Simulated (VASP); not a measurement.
# Hf16Si16HO64 (a cell with a defect) in VASP: single point with r2SCAN

Aim: the single point of Hf16Si16HO64 (a cell with a defect) with r2SCAN.

All numbers are computed with VASP 6.6.1; they aren't measurements. Logs are shortened: lines on timing, memory, paths and dates and some standing lists are left out, and cuts for length are marked.

## (1) The cell of the first run

The cell holds a defect, 97 atoms: a = 11.159 Å, b = 11.159 Å, c = 11.159 Å, α = 106.89°, β = 106.89°, γ = 114.77°.

## (2) Single point, r2SCAN

File POSCAR:

```
Hf16Si16HO64
1.0
   -6.6465279200      6.6465279200      6.0147349600
    6.6465279200     -6.6465279200      6.0147349600
    6.6465279200      6.6465279200     -6.0147349600
Hf Si O H
16 16 64 1
Direct
   -0.0007400000     -0.0025349100     -0.0018772900
    0.3736446800      0.1227782500      0.2489150100
   -0.0009628800     -0.0012268600      0.4997199300
    0.3734821400      0.1245265100      0.7504142900
   -0.0011739600      0.4989804900     -0.0013617100
    0.3776428300      0.6311799500      0.2475350800
   -0.0033738300      0.4977654400      0.4992906500
    0.3765339600      0.6243689500      0.7526742700
    0.4996174400     -0.0003002000     -0.0013797800
    0.8717081400      0.1215481400      0.2492239100
    0.5000013200      0.0008576300      0.5009258900
    0.8741933900      0.1234540000      0.7493269400
    0.5000849200      0.4989080300      0.0003397300
    0.8739978400      0.6241417100      0.2497346000
    0.5096055200      0.4973111200      0.5076419300
    0.8776906800      0.6252737400      0.7516230100
    0.1098187800      0.3695118500      0.2418591000
    0.2493014200      0.2500307300      0.0013811300
    0.1243325000      0.3742053200      0.7494703600
    0.2495569700      0.2492131800      0.5002181800
    0.1242568900      0.8740065700      0.2498892200
    0.2497022000      0.7501102100     -0.0013773000
    0.1249191900      0.8743811900      0.7494652500
    0.2484669600      0.7501026100      0.4976764100
    0.6238075800      0.3736331000      0.2491735300
    0.7491870800      0.2485507200     -0.0007637600
    0.6260494400      0.3734058400      0.7527180900
    0.7490232200      0.2491464900      0.5005303700
    0.6252815600      0.8751714100      0.2493851300
    0.7502689500      0.7491983000      0.0000460200
    0.6241919200      0.8728493200      0.7485418400
    0.7465974100      0.7473768600      0.4978723800
    0.0673346400      0.1613292500      0.4080797500
    0.0212664400      0.3723668600      0.3334177800
    0.0372820800      0.1922374900      0.1583086700
    0.2505598700      0.1575908200      0.0915275900
    0.3405789700      0.2501334600      0.4077117000
    0.2965546900      0.4775840300      0.3671508900
    0.1264958800      0.4646388300      0.1561754300
    0.3407022000      0.4323156400      0.0998198000
    0.0667953600      0.1589253800      0.9080934200
    0.0335391800      0.3761743700      0.8412440200
    0.0337569100      0.1913767400      0.6575334800
    0.2503755700      0.1570785500      0.5906381400
    0.3398785200      0.2503050500      0.9090767800
    0.3070906300      0.4658659200      0.8443942800
    0.1242942000      0.4649452300      0.6568782600
    0.3443594600      0.4320136200      0.5964241000
    0.0661470100      0.6600874400      0.4097357200
    0.0330098400      0.8754931700      0.3413310400
    0.0350669300      0.6913081600      0.1585191400
    0.2523544500      0.6597724500      0.0906762000
    0.3378395200      0.7483865300      0.4038712100
    0.3071318400      0.9658357000      0.3427436700
    0.1226991900      0.9640359700      0.1572058800
    0.3403683100      0.9320926600      0.0914219800
    0.0671154900      0.6589189700      0.9080043300
    0.0335043300      0.8743530300      0.8408327700
    0.0381196400      0.6920048300      0.6590035200
    0.2538813400      0.6478131900      0.5779751200
    0.3388402200      0.7479389500      0.9054955700
    0.3074399400      0.9664034500      0.8423001500
    0.1220534800      0.9645160500      0.6574714900
    0.3403961800      0.9314532400      0.5934904900
    0.5665764900      0.1599413400      0.4089911900
    0.5323591400      0.3755404300      0.3407938100
    0.5341742100      0.1913088700      0.1579946800
    0.7499731800      0.1556050800      0.0891362300
    0.8388453400      0.2466284500      0.4080786200
    0.8061117900      0.4650399700      0.3429620400
    0.6226600000      0.4641047000      0.1571164500
    0.8417187600      0.4313516900      0.0932726400
    0.5667361200      0.1592640100      0.9077762500
    0.5342190300      0.3762262100      0.8427599400
    0.5340089600      0.1914496300      0.6589820600
    0.7502143500      0.1586372800      0.5924882200
    0.8405376000      0.2475980700      0.9078676200
    0.8083147300      0.4647627000      0.8436397800
    0.6265715900      0.4643792200      0.6602720900
    0.8406604000      0.4321798100      0.5927463700
    0.5624903000      0.6541642700      0.4071709100
    0.5346711000      0.8768047900      0.3413959800
    0.5338583500      0.6921791300      0.1578301700
    0.7510225700      0.6582771700      0.0917503100
    0.8373025500      0.7465713300      0.4059127700
    0.8072792000      0.9649632100      0.3412664900
    0.6225252400      0.9640926600      0.1564246100
    0.8407206000      0.9318552900      0.0915977500
    0.5674208900      0.6586430900      0.9083712600
    0.5318308700      0.8731889000      0.8391148900
    0.5352372400      0.6897656900      0.6567506900
    0.7521336000      0.6572416800      0.5909108800
    0.8398389900      0.7465959300      0.9070546900
    0.8068036700      0.9639761700      0.8414427500
    0.6217637300      0.9629828500      0.6562565700
    0.8374321600      0.9300668000      0.5902989700
    0.2977723300      0.5447852900      0.4509129800
```

File INCAR.step1:

```
SYSTEM = Hf16Si16HO64
PREC = Accurate ; ENCUT = 580
ISMEAR = -1 ; SIGMA = 0.01
LREAL = Auto ; LASPH = .True.
NELM = 120 ; NBANDS = 358
NELECT = 608.0 ; GGA = PE
ALGO = Normal ; EDIFF = 1E-5
LWAVE = .True. ; LCHARG = .False.
GGA_COMPAT = .False.
```

File INCAR.step2:

```
SYSTEM = Hf16Si16HO64
PREC = Accurate ; ENCUT = 580
EDIFF = 1E-6 ; ISMEAR = -1
SIGMA = 0.01 ; LREAL = Auto
LASPH = .True. ; NELM = 120
ALGO = Normal ; ISIF = 2
LWAVE = .False. ; LCHARG = .False.
METAGGA = R2SCAN ; LMIXTAU = .True.
NBANDS = 358 ; NELECT = 608.0
ISTART = 1 ; GGA_COMPAT = .False.
```

File KPOINTS:

```
Automatic mesh
0
Gamma
  1 1 1
  0 0 0
```

Potentials or basis: VASP PAW PBE potentials, release 64 (Hf_pv, Si, O, H).

Started as:

```
cat potpaw_PBE.64/Hf_pv/POTCAR potpaw_PBE.64/Si/POTCAR potpaw_PBE.64/O/POTCAR potpaw_PBE.64/H/POTCAR > POTCAR
cp INCAR.step1 INCAR
mpirun -np 1 vasp_gam > vasp.out
cp INCAR.step2 INCAR
mpirun -np 1 vasp_gam > vasp.out
```

OUTCAR:

```text
SYSTEM = Hf16Si16HO64
   PREC = Accurate
   ENCUT = 580
   EDIFF = 1E-6
   ISMEAR = -1
   LREAL = Auto
   LASPH = .True.
   NELM = 120
   ISIF = 2
   METAGGA = R2SCAN
   NELECT = 608.0
   ISTART = 1

 ion  position               nearest neighbor table
   1  0.999  0.997  0.998-  58 2.13  94 2.14  55 2.14  35 2.15  93 2.27  36 2.27  41 2.28  88 2.28
                            30 3.00  18 3.00  16 3.62   2 3.64  12 3.65  10 3.68
   2  0.374  0.123  0.249-  56 2.13  36 2.14  65 2.14  37 2.16  54 2.27  55 2.27  67 2.28  66 2.29
                            21 3.00  25 3.01  15 3.64  11 3.64   1 3.64   9 3.65
   3  0.999  0.999  0.500-  63 2.13  50 2.14  43 2.14  86 2.14  44 2.27  85 2.28  96 2.28  33 2.30
                            20 3.01  32 3.02  10 3.64  12 3.64   4 3.64  14 3.64
   4  0.373  0.125  0.750-  44 2.14  73 2.14  64 2.15  45 2.15  62 2.26  63 2.27  74 2.28  75 2.28
                            23 2.99  27 3.00   9 3.63  13 3.64   3 3.64  11 3.65
   5  0.999  0.499  0.999-  78 2.11  42 2.13  51 2.14  39 2.16  57 2.27  77 2.27  72 2.28  52 2.29
                            26 3.01  22 3.02  16 3.62  12 3.65   6 3.65  14 3.66
   6  0.378  0.631  0.248-  52 2.10  40 2.13  53 2.14  81 2.16  83 2.22  82 2.22  39 2.29  38 2.50
                            29 2.95  17 3.15  11 3.62  13 3.63   5 3.65  15 3.83
   7  0.997  0.498  0.499-  70 2.13  59 2.13  34 2.14  47 2.15  80 2.25  69 2.27  49 2.28  60 2.34
                            28 2.99  24 3.04  16 3.63  14 3.65  10 3.66   8 3.70
   8  0.377  0.624  0.753-  89 2.12  61 2.13  48 2.14  60 2.19  90 2.25  46 2.27  47 2.28  91 2.30
                            19 3.00  31 3.01  13 3.63   9 3.64  15 3.68   7 3.70
   9  0.500  1.000  0.999-  62 2.14  67 2.14  87 2.14  90 2.15  68 2.26  73 2.27  61 2.28  56 2.28
[... 29 lines left out ...]
  31  0.624  0.873  0.749-  95 1.64  94 1.64  90 1.64  91 1.64  12 3.01   8 3.01
  32  0.747  0.747  0.498-  85 1.64  96 1.64  92 1.65  81 1.65  15 2.99   3 3.02
  33  0.067  0.161  0.408-  20 1.64  10 2.14   3 2.30
  34  0.021  0.372  0.333-  17 1.62   7 2.14  10 2.27
  35  0.037  0.192  0.158-  17 1.61   1 2.15  10 2.32
  36  0.251  0.158  0.092-  18 1.64   2 2.14   1 2.27
  37  0.341  0.250  0.408-  20 1.64   2 2.16  15 2.25
  38  0.297  0.478  0.367-  97 1.01  17 1.72  15 2.31   6 2.50
  39  0.126  0.465  0.156-  17 1.61   5 2.16   6 2.29
  40  0.341  0.432  0.100-  18 1.64   6 2.13  13 2.34
  41  0.067  0.159  0.908-  18 1.64  12 2.14   1 2.28
  42  0.034  0.376  0.841-  19 1.64   5 2.13  12 2.29
  43  0.034  0.191  0.658-  19 1.64   3 2.14  12 2.27
  44  0.250  0.157  0.591-  20 1.64   4 2.14   3 2.27
[... 50 lines left out ...]
  95  0.622  0.963  0.656-  31 1.64  11 2.14  12 2.28
  96  0.837  0.930  0.590-  32 1.64  12 2.14   3 2.28
  97  0.298  0.545  0.451-  38 1.01

  LATTYP: Found a body centered tetragonal cell.
 ALAT       =    13.2930558400
 C/A-ratio  =     0.9049439094

  Lattice vectors:

 A1 = (  -6.6465279200,   6.6465279200,   6.0147349600)
 A2 = (   6.6465279200,  -6.6465279200,   6.0147349600)
 A3 = (   6.6465279200,   6.6465279200,  -6.0147349600)

[... 306 lines left out ...]
   EFERMI =   0.00;   METHOD = LEGACY
   ISMEAR =    -1;   SIGMA  =   0.01  broadening in eV -4-tet -1-fermi 0-gaus
   EFERMI_NEDOS =   21; number of points for ismear=-14 and -15
   IALGO  =     38    algorithm
   IMIX   =      4    mixing-type and parameters
     AMIX     =   0.40;   BMIX     =  1.00
     AMIX_MAG =   1.60;   BMIX_MAG =  1.00
  volume/ion in A,a.u.               =      10.96        73.94
  Fermi-wavevector in a.u.,A,eV,Ry     =   1.359004  2.568145 25.128478  1.846891
  Thomas-Fermi vector in A             =   2.485789
   LORBIT       =      0    0 simple, 1 ext, 2 COOP (PROOUT), +10 PAW based schemes
   METAGGA = R2SCAN    functional components
   LHFCALC =     F    Hartree Fock is set to
   AEXX    =    0.0000 exact exchange contribution
   IVDW    =     0    specifies the selected vdW correction
   LEPSILON=     F    determine dielectric tensor
   LRPA    =     F    only Hartree local field effects (RPA)
 non-spin polarized calculation
  energy-cutoff  :      580.00
  volume of cell :     1062.84
 maximum number of plane-waves:     16802
 NGX is ok and might be reduce to    90
   NGX = 43   NGY = 43   NGZ = 43

 number of electron     608.0000035 magnetization

 Free energy of the ion-electron system (eV)
  ---------------------------------------------------
  ext. energy  EPLUGINS =         0.00000000
  ---------------------------------------------------
  free energy    TOTEN  =     -1588.31050508 eV

  energy without entropy =    -1588.31050508  energy(sigma->0) =    -1588.31050508

 E-fermi :   2.9484     XC(G=0): -11.5613

 val. band max:        2.6532037645   @ k =   0.0000   0.0000   0.0000
 cond. band min:       8.4129451012   @ k =   0.0000   0.0000   0.0000
 fundamental gap:      5.7597413366
 Fermi energy:         2.9483574210

 k-point     1 :       0.0000    0.0000    0.0000
  band No.  band energies     occupation
      1     -27.9761      2.00000
      2     -27.9230      2.00000
      3     -27.8606      2.00000
      4     -27.8506      2.00000
      5     -27.8412      2.00000
      6     -27.8259      2.00000
[... 308 lines left out ...]
    315       8.8278      0.00000
    316       8.8820      0.00000
 [bands above 316 left out]

------------------------ aborting loop because EDIFF is reached ----------------------------------------

  FORCE on cell =-STRESS in cart. coord.  units (eV):
  Direction    XX          YY          ZZ          XY          YZ          ZX
  --------------------------------------------------------------------------------------
  -------------------------------------------------------------------------------------
  Total      -64.8052567    -58.2206432    -59.8913977     -0.5074654     -0.5174109     -0.3963436
  in kB      -97.6910245    -87.7650145    -90.2836020     -0.7649813     -0.7799738     -0.5974702
  external PRESSURE =     -91.9132137 kB  Pullay stress =       0.0000000 kB

 VOLUME and BASIS-vectors are now :
 -----------------------------------------------------------------------------
  energy-cutoff  :      580.00
  volume of cell :     1062.84
      direct lattice vectors                 reciprocal lattice vectors
    -6.646527920  6.646527920  6.014734960     0.000000000  0.075227247  0.083129182
     6.646527920 -6.646527920  6.014734960     0.075227247  0.000000000  0.083129182
     6.646527920  6.646527920 -6.014734960     0.075227247  0.075227247  0.000000000

 POSITION                                       TOTAL-FORCE (eV/Angst)
 -----------------------------------------------------------------------------------
      6.62212      6.64598      6.00633        -0.000439      0.014455      0.007930
     -0.01297      3.32181      1.48869        -0.023758     -0.007380      0.000412
      3.31965      3.32316      9.01062        -0.002435      0.002700     -0.013337
      3.33296      6.64234     -1.51815         0.000003      0.010534     -0.002821
      3.31524      9.95971      3.00236        -0.014570     -0.035061      0.010304
      3.33039     -0.03989      4.57894        -0.013392     -0.095338      0.103328
[... 89 lines left out ...]
      4.53914      3.30774      7.08055        -0.073605      0.002503     -0.030182
      4.63878      1.35523      2.35564        -0.295742      0.007855      0.045842
 -----------------------------------------------------------------------------------
    total drift:                               -0.006111     -0.006322     -0.010287

  FREE ENERGIE OF THE ION-ELECTRON SYSTEM (eV)
  ---------------------------------------------------
  free  energy   TOTEN  =     -1588.3105050790 eV

  energy  without entropy=    -1588.3105050790  energy(sigma->0) =    -1588.31050508
```

Run time: 2.2 h. Hardware: 1 thread of Intel Xeon 8259CL, shared host; peak memory 1.7 GiB.

What came out:

```yaml
Free_energy: -1588.3105 eV
Largest_force: 0.299 eV/Å
```

Forces in eV/Å, atoms in the order of the input:
```
Hf   0.000  0.014  0.008
Hf  -0.024 -0.007  0.000
Hf  -0.002  0.003 -0.013
Hf   0.000  0.011 -0.003
Hf  -0.015 -0.035  0.010
Hf  -0.013 -0.095  0.103
Hf  -0.008 -0.055 -0.049
Hf   0.006  0.060 -0.015
Hf   0.026  0.001  0.003
Hf   0.017 -0.004 -0.033
Hf   0.009 -0.003  0.032
Hf   0.001  0.000  0.008
Hf  -0.036  0.018  0.016
Hf   0.021 -0.010 -0.005
Hf  -0.015  0.153  0.030
Hf   0.010  0.022 -0.001
Si  -0.003  0.036 -0.011
Si   0.004  0.011 -0.014
Si   0.010  0.007 -0.018
Si   0.000  0.001 -0.005
Si  -0.001 -0.007  0.006
Si   0.008  0.002 -0.011
Si   0.008  0.002 -0.005
Si  -0.008 -0.024  0.009
Si   0.002  0.006  0.000
Si  -0.008  0.000 -0.010
Si  -0.002 -0.022  0.021
Si  -0.004 -0.001 -0.001
Si   0.006 -0.002  0.003
Si  -0.003  0.006  0.000
Si   0.000  0.006  0.009
Si  -0.009  0.021  0.015
O   -0.007  0.083  0.037
O   -0.095  0.029  0.052
O    0.106 -0.045  0.047
O   -0.002 -0.076  0.027
O    0.099  0.023 -0.019
O    0.217 -0.109 -0.103
O    0.029  0.072 -0.081
O   -0.064 -0.029 -0.029
O    0.001  0.074  0.028
O   -0.071  0.002  0.033
O    0.074  0.000  0.027
O    0.010 -0.077  0.033
O    0.087  0.005 -0.016
O   -0.012 -0.085 -0.014
O    0.005  0.080 -0.026
O   -0.064 -0.026 -0.032
O   -0.018  0.085  0.049
O   -0.077  0.006  0.027
O    0.077 -0.007  0.030
O    0.007 -0.036  0.033
O    0.079  0.021 -0.047
O   -0.004 -0.076 -0.029
O    0.000  0.082 -0.029
O   -0.073 -0.004 -0.034
O   -0.004  0.055  0.029
O   -0.081  0.003  0.022
O    0.066 -0.014  0.026
O    0.071 -0.088  0.051
O    0.061  0.014 -0.026
O   -0.007 -0.079 -0.021
O   -0.003  0.079 -0.020
O   -0.093 -0.013 -0.046
O   -0.006  0.083  0.022
O   -0.053  0.033  0.030
O    0.073 -0.007  0.033
O    0.011 -0.089  0.029
O    0.085  0.000 -0.028
O   -0.006 -0.065 -0.026
O    0.003  0.068 -0.025
O   -0.084 -0.009 -0.032
O   -0.004  0.079  0.024
O   -0.071  0.007  0.024
O    0.067  0.005  0.029
O   -0.002 -0.079  0.020
O    0.081 -0.001 -0.033
O   -0.001 -0.048 -0.034
O   -0.002  0.005 -0.021
O   -0.079 -0.001 -0.013
O    0.008  0.068  0.050
O   -0.108  0.000 -0.001
O    0.096  0.001  0.001
O    0.001 -0.071  0.025
O    0.072  0.006 -0.030
O    0.000 -0.090 -0.016
O    0.002  0.091 -0.016
O   -0.073 -0.002 -0.039
O    0.001  0.048  0.023
O   -0.096  0.006  0.022
O    0.072  0.002  0.028
O    0.008 -0.111 -0.025
O    0.078  0.004 -0.022
O   -0.003 -0.084 -0.033
O    0.005  0.077 -0.037
O   -0.074  0.003 -0.030
H   -0.296  0.008  0.046
```

Levels at points of the mesh, in eV from the Fermi level:
```csv
k point,band 302,band 303,band 304,band 305,band 306,band 307
"(0.00, 0.00, 0.00)",-0.48,-0.47,-0.30,5.46,5.53,5.55
```

Caveat: the k points lie up to 0.70 Å⁻¹ apart; the cell carries a net charge on a neutralising background, which shifts energy and pressure; the cell is charged against a uniform background, so pressure and absolute levels hang on convention; the PAW data sets were made with another functional, which shifts forces and pressure a little; spin-orbit coupling is left out, which moves the levels of the heavy elements.
